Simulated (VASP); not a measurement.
# MgO (Cmcm) in VASP: notebook, part 2 of 2

VASP 6.6.1.

### 3 Single point, PBEsol (mode 5 frozen in at +0.122 Å, strain +e along z and -e/2 along x and y +0.0700)

INCAR reads:

```
  PREC = Accurate
  ENCUT = 520
  EDIFF = 1E-6
  ISMEAR = 0
  SIGMA = 0.05
  LREAL = False
  LASPH = True
  NELM = 60
  ALGO = Normal
  ISIF = 2
  LWAVE = False
  LCHARG = False
  GGA = PS
  NBANDS = 16
```

KPOINTS reads:

```
Automatic mesh
0
Gamma
  9 9 6
```

POSCAR reads:

```
MgO
1.0
    3.3724495628      0.0000000000      0.0000000000
   -1.6862247814      2.9206269943      0.0000000000
    0.0000000000      0.0000000000      4.4883431560
Mg O
2 2
Direct
    0.6868215855      0.3736431710      0.7500000000
    0.3131784145      0.6263568290      0.2500000000
    0.6518268271      0.3036536542      0.2500000000
    0.3481731729      0.6963463458      0.7500000000
```

Potentials or basis: VASP PAW PBE potentials, release 64 (Mg, O).

Launch:

```sh
cat potpaw_PBE.64/Mg/POTCAR potpaw_PBE.64/O/POTCAR > POTCAR
mpirun -np 1 vasp_std > vasp.out
```

OUTCAR:

```text
PREC = Accurate
   ENCUT = 520
   EDIFF = 1E-6
   ISMEAR = 0
   LREAL = False
   LASPH = True
   NELM = 60
   ISIF = 2
   GGA = PS

 ion  position               nearest neighbor table
   1  0.687  0.374  0.750-   4 1.93   4 1.93   4 1.98   3 2.25   3 2.25   2 2.90   2 2.90   2 2.90
                             2 2.90   2 3.13   2 3.13
   2  0.313  0.626  0.250-   3 1.93   3 1.93   3 1.98   4 2.25   4 2.25   1 2.90   1 2.90   1 2.90
                             1 2.90   1 3.13   1 3.13
   3  0.652  0.304  0.250-   2 1.93   2 1.93   2 1.98   1 2.25   1 2.25
[... 663 lines left out ...]
  -------------------------------------------------------------------------------------
  Total        2.7005836      1.3196005     -1.9630297      0.0000000      0.0000000      0.0000000
  in kB       97.8724821     47.8239516    -71.1426170      0.0000000      0.0000000      0.0000000
  external PRESSURE =      24.8512722 kB  Pullay stress =       0.0000000 kB

 VOLUME and BASIS-vectors are now :
 -----------------------------------------------------------------------------
  energy-cutoff  :      520.00
  volume of cell :       44.21
      direct lattice vectors                 reciprocal lattice vectors
     3.372449563  0.000000000  0.000000000     0.296520372  0.171196117  0.000000000
    -1.686224781  2.920626994  0.000000000     0.000000000  0.342392234  0.000000000
     0.000000000  0.000000000  4.488343156     0.000000000  0.000000000  0.222799364

 POSITION                                       TOTAL-FORCE (eV/Angst)
 -----------------------------------------------------------------------------------
      1.68622      1.09127      3.36626        -0.000000     -0.794448     -0.000000
      0.00000      1.82935      1.12209         0.000000      0.794448     -0.000000
      1.68622      0.88686      1.12209         0.000000      0.218105     -0.000000
     -0.00000      2.03377      3.36626         0.000000     -0.218105      0.000000
 -----------------------------------------------------------------------------------
    total drift:                                0.000000     -0.000000      0.000000

  FREE ENERGIE OF THE ION-ELECTRON SYSTEM (eV)
  ---------------------------------------------------
  free  energy   TOTEN  =       -24.4852488255 eV

  energy  without entropy=      -24.4852488255  energy(sigma->0) =      -24.48524883
```

OSZICAR:

```text
N       E                     dE             d eps       ncg     rms          rms(c)
DAV:   1     0.599874035777E+02    0.59987E+02   -0.75178E+03  3216   0.888E+02
DAV:   2    -0.243999918594E+02   -0.84387E+02   -0.77135E+02  4552   0.195E+02
DAV:   3    -0.281404211902E+02   -0.37404E+01   -0.37292E+01  3472   0.426E+01
DAV:   4    -0.281553142234E+02   -0.14893E-01   -0.14893E-01  3896   0.311E+00
DAV:   5    -0.281553863699E+02   -0.72146E-04   -0.72146E-04  3504   0.208E-01    0.106E+01
DAV:   6    -0.245872538687E+02    0.35681E+01   -0.93473E+00  3256   0.236E+01    0.357E+00
DAV:   7    -0.245195075893E+02    0.67746E-01   -0.14980E-01  3272   0.313E+00    0.208E+00
DAV:   8    -0.244871508301E+02    0.32357E-01   -0.84726E-02  3472   0.311E+00    0.479E-01
DAV:   9    -0.244848644206E+02    0.22864E-02   -0.43594E-03  3832   0.590E-01    0.125E-01
DAV:  10    -0.244852449423E+02   -0.38052E-03   -0.35627E-04  3216   0.138E-01    0.125E-02
DAV:  11    -0.244852494325E+02   -0.44902E-05   -0.18925E-05  4040   0.296E-02    0.114E-02
DAV:  12    -0.244852488255E+02    0.60701E-06   -0.26514E-06  3216   0.131E-02
   1 F= -.24485249E+02 E0= -.24485249E+02  d E =-.270519E-15
```

stdout:

```text
POSCAR found type information on POSCAR MgO
 POSCAR found :  2 types and       4 ions
 scaLAPACK will be used
 -----------------------------------------------------------------------------
|                                                                             |
|                                                                             |
|     You enforced a specific xc type in the INCAR file but a different       |
|     I HOPE YOU KNOW WHAT YOU ARE DOING!                                     |
|                                                                             |
 -----------------------------------------------------------------------------

 LDA part: xc-table for (Slater+PW92), standard interpolation
 POSCAR, INCAR and KPOINTS ok, starting setup
 FFT: planning ... GRIDC
 FFT: planning ... GRID_SOFT
 FFT: planning ... GRID
 WAVECAR not read
 entering main loop
```

Wall time 25 s (1 thread of Intel Xeon 6975P-C (Granite Rapids), shared host); peak memory 0.21 GiB.

Results:

```yaml
Free_energy: -24.4852 eV
Pressure: 2.5 GPa
Largest_force: 0.794 eV/Å
Band_gap_on_the_k_mesh: 3.10 eV, direct
```

Forces in eV/Å, atoms in the order of the input:
```
Mg   0.000 -0.794  0.000
Mg   0.000  0.794  0.000
O    0.000  0.218  0.000
O    0.000 -0.218  0.000
```

Caveat: the cell differs from its parent crystal (mode 5 frozen in at +0.122 Å, strain +e along z and -e/2 along x and y +0.0700); the PAW data sets were made with another functional, which shifts forces and pressure a little.

### 4 Single point, PBEsol (mode 5 frozen in at -0.122 Å, strain +e along z and -e/2 along x and y +0.0700)

INCAR reads:

```
SYSTEM = MgO
PREC = Accurate
ENCUT = 520
EDIFF = 1E-7
ISMEAR = 0
SIGMA = 0.05
LREAL = .FALSE.
LASPH = .TRUE.
NELM = 60
ALGO = Normal
ISIF = 2
LWAVE = .FALSE.
LCHARG = .FALSE.
GGA = PS
NBANDS = 16
```

KPOINTS reads:

```
Automatic mesh
0
G
  9 9 6
  0 0 0
```

POSCAR reads:

```
MgO
1.0
    3.3724495628      0.0000000000      0.0000000000
   -1.6862247814      2.9206269943      0.0000000000
    0.0000000000      0.0000000000      4.4883431560
Mg O
2 2
Direct
    0.6465117478      0.2930234957      0.7500000000
    0.3534882522      0.7069765043      0.2500000000
    0.6815065062      0.3630130124      0.2500000000
    0.3184934938      0.6369869876      0.7500000000
```

Launch:

```sh
cat potpaw_PBE.64/Mg/POTCAR potpaw_PBE.64/O/POTCAR > POTCAR
mpirun -np 1 vasp_std > vasp.out
```

Wall time 27 s (1 thread of Intel Xeon 6975P-C (Granite Rapids), shared host); peak memory 0.21 GiB.

The run converged. Its results:

```yaml
Free_energy: -24.4737 eV
Pressure: 2.5 GPa
Largest_force: 0.999 eV/Å
Band_gap_on_the_k_mesh: 3.10 eV, direct
```

Forces in eV/Å, atoms in the order of the input:
```
Mg   0.000  0.999  0.000
Mg   0.000 -0.999  0.000
O    0.000 -0.139  0.000
O    0.000  0.139  0.000
```

Stress tensor (GPa, compression positive):
```
 5.60  0.00  0.00
 0.00  8.88  0.00
 0.00  0.00 -6.91
```

Levels at points of the mesh, in eV from the valence-band top:
```csv
k point,band 6,band 7,band 8,band 9,band 10,band 11
"(0.00, 0.00, 0.00)",-1.23,-0.90,0.00,3.10,8.93,10.88
"(0.00, 0.00, 0.50)",-1.44,-1.35,-1.35,6.07,6.07,13.19
```

Caveat: the cell differs from its parent crystal (mode 5 frozen in at -0.122 Å, strain +e along z and -e/2 along x and y +0.0700); the PAW data sets were made with another functional, which shifts forces and pressure a little.

### 5 Single point, PBEsol (mode 5 frozen in at +0.122 Å, strain +e along z and -e/2 along x and y -0.0233)

INCAR reads:

```
PREC = Accurate ; ENCUT = 520
EDIFF = 1E-7 ; ISMEAR = 0
SIGMA = 0.05 ; LREAL = False
LASPH = True ; NELM = 100
ALGO = Normal ; ISIF = 2
LWAVE = False ; LCHARG = False
GGA = PS ; NBANDS = 16
```

KPOINTS reads:

```
regular mesh
0
Gamma
  9 9 6
```

POSCAR reads:

```
MgO
1.0
    3.5354804147      0.0000000000      0.0000000000
   -1.7677402074      3.0618158537      0.0000000000
    0.0000000000      0.0000000000      4.0969764116
Mg O
2 2
Direct
    0.6868215855      0.3736431710      0.7500000000
    0.3131784145      0.6263568290      0.2500000000
    0.6518268271      0.3036536542      0.2500000000
    0.3481731729      0.6963463458      0.7500000000
```

Potentials or basis: VASP PAW PBE potentials, release 64 (Mg, O).

Launch:

```sh
cat potpaw_PBE.64/Mg/POTCAR potpaw_PBE.64/O/POTCAR > POTCAR
mpirun -np 1 vasp_std > vasp.out
```

OUTCAR:

```text
PREC = Accurate
   ENCUT = 520
   EDIFF = 1E-7
   ISMEAR = 0
   LREAL = False
   LASPH = True
   NELM = 100
   ISIF = 2
   GGA = PS

 ion  position               nearest neighbor table
   1  0.687  0.374  0.750-   4 2.03   4 2.03   3 2.06   3 2.06   4 2.07   2 2.81   2 2.81   2 2.81
                             2 2.81   2 3.07   2 3.07
   2  0.313  0.626  0.250-   3 2.03   3 2.03   4 2.06   4 2.06   3 2.07   1 2.81   1 2.81   1 2.81
                             1 2.81   1 3.07   1 3.07
   3  0.652  0.304  0.250-   2 2.03   2 2.03   1 2.06   1 2.06   2 2.07
   4  0.348  0.696  0.750-   1 2.03   1 2.03   2 2.06   2 2.06   1 2.07

  LATTYP: Found a hexagonal cell.
 ALAT       =     3.5354804147
 C/A-ratio  =     1.1588174537

  Lattice vectors:

 A1 = (   3.5354804147,   0.0000000000,   0.0000000000)
 A2 = (  -1.7677402074,   3.0618158537,   0.0000000000)
 A3 = (   0.0000000000,   0.0000000000,   4.0969764116)

Analysis of symmetry for initial positions (statically):
=====================================================================
 Subroutine PRICEL returns:
 Original cell was already a primitive cell.

[... 179 lines left out ...]
 fundamental gap:      3.2093616343
 Fermi energy:         2.0806919971

 k-point     1 :       0.0000    0.0000    0.0000
  band No.  band energies     occupation
      1     -15.0066      2.00000
      2     -13.5277      2.00000
      3      -1.7470      2.00000
      4      -0.0287      2.00000
      5       0.1343      2.00000
      6       0.8456      2.00000
[... 433 lines left out ...]
      3      -1.8500      2.00000
      4      -0.5421      2.00000
      5      -0.4982      2.00000
      6      -0.0312      2.00000
[... 8 lines left out ...]
     15      16.4758      0.00000
     16      17.4405      0.00000

 [... further k-points ...]

------------------------ aborting loop because EDIFF is reached ----------------------------------------

  FORCE on cell =-STRESS in cart. coord.  units (eV):
  Direction    XX          YY          ZZ          XY          YZ          ZX
  --------------------------------------------------------------------------------------
  -------------------------------------------------------------------------------------
  Total       -0.2691307     -1.0105046      1.4498901      0.0000000     -0.0000000      0.0000000
  in kB       -9.7226094    -36.5054682     52.3786992      0.0000000     -0.0000000      0.0000000
  external PRESSURE =       2.0502072 kB  Pullay stress =       0.0000000 kB

 VOLUME and BASIS-vectors are now :
 -----------------------------------------------------------------------------
  energy-cutoff  :      520.00
  volume of cell :       44.35
      direct lattice vectors                 reciprocal lattice vectors
     3.535480415  0.000000000  0.000000000     0.282846992  0.163301787  0.000000000
    -1.767740207  3.061815854  0.000000000     0.000000000  0.326603574  0.000000000
     0.000000000  0.000000000  4.096976412     0.000000000  0.000000000  0.244082440

 POSITION                                       TOTAL-FORCE (eV/Angst)
 -----------------------------------------------------------------------------------
      1.76774      1.14403      3.07273         0.000000     -0.770338     -0.000000
     -0.00000      1.91779      1.02424        -0.000000      0.770338     -0.000000
      1.76774      0.92973      1.02424        -0.000000      0.551030      0.000000
     -0.00000      2.13208      3.07273         0.000000     -0.551030     -0.000000
 -----------------------------------------------------------------------------------
    total drift:                                0.000000     -0.000000      0.000000

  FREE ENERGIE OF THE ION-ELECTRON SYSTEM (eV)
  ---------------------------------------------------
  free  energy   TOTEN  =       -24.5884386952 eV

  energy  without entropy=      -24.5884386952  energy(sigma->0) =      -24.58843870
```

OSZICAR:

```text
N       E                     dE             d eps       ncg     rms          rms(c)
DAV:   1     0.582223066318E+02    0.58222E+02   -0.75047E+03  3208   0.888E+02
DAV:   2    -0.245116222533E+02   -0.82734E+02   -0.76175E+02  4560   0.195E+02
DAV:   3    -0.282255551719E+02   -0.37139E+01   -0.37056E+01  3712   0.426E+01
DAV:   4    -0.282403745997E+02   -0.14819E-01   -0.14819E-01  3968   0.313E+00
DAV:   5    -0.282404498954E+02   -0.75296E-04   -0.75296E-04  3704   0.214E-01    0.105E+01
DAV:   6    -0.247094338996E+02    0.35310E+01   -0.90573E+00  3416   0.232E+01    0.353E+00
DAV:   7    -0.246309242133E+02    0.78510E-01   -0.14628E-01  3264   0.311E+00    0.208E+00
DAV:   8    -0.245907539676E+02    0.40170E-01   -0.98316E-02  3736   0.323E+00    0.520E-01
DAV:   9    -0.245879522095E+02    0.28018E-02   -0.73851E-03  3832   0.751E-01    0.111E-01
DAV:  10    -0.245884337345E+02   -0.48152E-03   -0.38475E-04  3280   0.155E-01    0.207E-02
DAV:  11    -0.245884408138E+02   -0.70793E-05   -0.15617E-05  3944   0.284E-02    0.176E-02
DAV:  12    -0.245884390480E+02    0.17657E-05   -0.38881E-06  3296   0.163E-02    0.522E-03
DAV:  13    -0.245884386582E+02    0.38982E-06   -0.12563E-06  3752   0.897E-03    0.460E-04
DAV:  14    -0.245884386952E+02   -0.36947E-07   -0.35847E-08  1728   0.171E-03
   1 F= -.24588439E+02 E0= -.24588439E+02  d E =-.396976E-15
```

stdout:

```text
POSCAR found type information on POSCAR MgO
 POSCAR found :  2 types and       4 ions
 scaLAPACK will be used
 -----------------------------------------------------------------------------
|                                                                             |
|                                                                             |
|     You enforced a specific xc type in the INCAR file but a different       |
|     I HOPE YOU KNOW WHAT YOU ARE DOING!                                     |
|                                                                             |
 -----------------------------------------------------------------------------

 LDA part: xc-table for (Slater+PW92), standard interpolation
 POSCAR, INCAR and KPOINTS ok, starting setup
 FFT: planning ... GRIDC
 FFT: planning ... GRID_SOFT
 FFT: planning ... GRID
 WAVECAR not read
 entering main loop
```

It took 26 s on 1 thread of Intel Xeon 6975P-C (Granite Rapids), shared host; peak memory 0.2 GiB.

Results:

| Item | Value |
| --- | --- |
| Free energy | -24.5884 eV |
| Pressure | 0.2 GPa |
| Largest force | 0.770 eV/Å |
| Band gap on the k mesh | 3.21 eV, direct |

Forces on the atoms (eV/Å):
```
Mg   0.000 -0.770  0.000
Mg   0.000  0.770  0.000
O    0.000  0.551  0.000
O    0.000 -0.551  0.000
```

Levels at points of the mesh, in eV from the valence-band top:
```csv
k point,band 4,band 5,band 6,band 7,band 8,band 9,band 10,band 11,band 12,band 13
"(0.00, 0.00, 0.00)",-1.86,-1.69,-0.98,-0.56,0.00,3.21,9.33,11.74,12.05,12.72
"(0.00, 0.00, 0.50)",-2.44,-1.34,-1.34,-1.23,-1.23,6.28,6.28,12.35,12.35,12.53
```

Caveat: the cell differs from its parent crystal (mode 5 frozen in at +0.122 Å, strain +e along z and -e/2 along x and y -0.0233); the PAW data sets were made with another functional, which shifts forces and pressure a little.

### 6 Single point, PBEsol (mode 5 frozen in at -0.122 Å, strain +e along z and -e/2 along x and y -0.0233)

INCAR reads:

```
PREC = Accurate ; ENCUT = 520
EDIFF = 1E-6 ; ISMEAR = 0
SIGMA = 0.05 ; LREAL = F
LASPH = T ; NELM = 80
ALGO = Normal ; ISIF = 2
LWAVE = F ; LCHARG = T
GGA = PS ; LELF = T
LVHAR = T ; NBANDS = 16
```

KPOINTS is that of step 5.

POSCAR reads:

```
MgO
1.0
    3.5354804147      0.0000000000      0.0000000000
   -1.7677402074      3.0618158537      0.0000000000
    0.0000000000      0.0000000000      4.0969764116
Mg O
2 2
Direct
    0.6465117478      0.2930234957      0.7500000000
    0.3534882522      0.7069765043      0.2500000000
    0.6815065062      0.3630130124      0.2500000000
    0.3184934938      0.6369869876      0.7500000000
```

Potentials or basis: VASP PAW PBE potentials, release 64 (Mg, O).

Launch:

```sh
cat potpaw_PBE.64/Mg/POTCAR potpaw_PBE.64/O/POTCAR > POTCAR
mpirun -np 1 vasp_std > vasp.out
```

Run time: 25 s. Hardware: 1 thread of Intel Xeon 6975P-C (Granite Rapids), shared host; peak memory 0.2 GiB.

The run converged. Its results:

* Free energy: -24.5692 eV
* Pressure: 0.3 GPa
* Largest force: 1.060 eV/Å
* Band gap on the k mesh: 3.21 eV, direct

Forces on the atoms (eV/Å):
```
Mg   0.000  1.060  0.000
Mg   0.000 -1.060  0.000
O    0.000 -0.472  0.000
O    0.000  0.472  0.000
```

Stress tensor (GPa, compression positive):
```
-2.58  0.00  0.00
 0.00 -2.18  0.00
 0.00  0.00  5.53
```

Levels at points of the mesh, in eV from the valence-band top:
```
           k point  band 4  band 5  band 6  band 7  band 8  band 9  band 10  band 11  band 12  band 13
(0.00, 0.00, 0.00)   -1.84   -1.70   -1.00   -0.52    0.00    3.21     9.37    11.54    12.00    12.89
(0.00, 0.00, 0.50)   -2.43   -1.34   -1.34   -1.22   -1.22    6.28     6.28    12.42    12.42    12.47
```

Caveat: the cell differs from its parent crystal (mode 5 frozen in at -0.122 Å, strain +e along z and -e/2 along x and y -0.0233); the PAW data sets were made with another functional, which shifts forces and pressure a little.
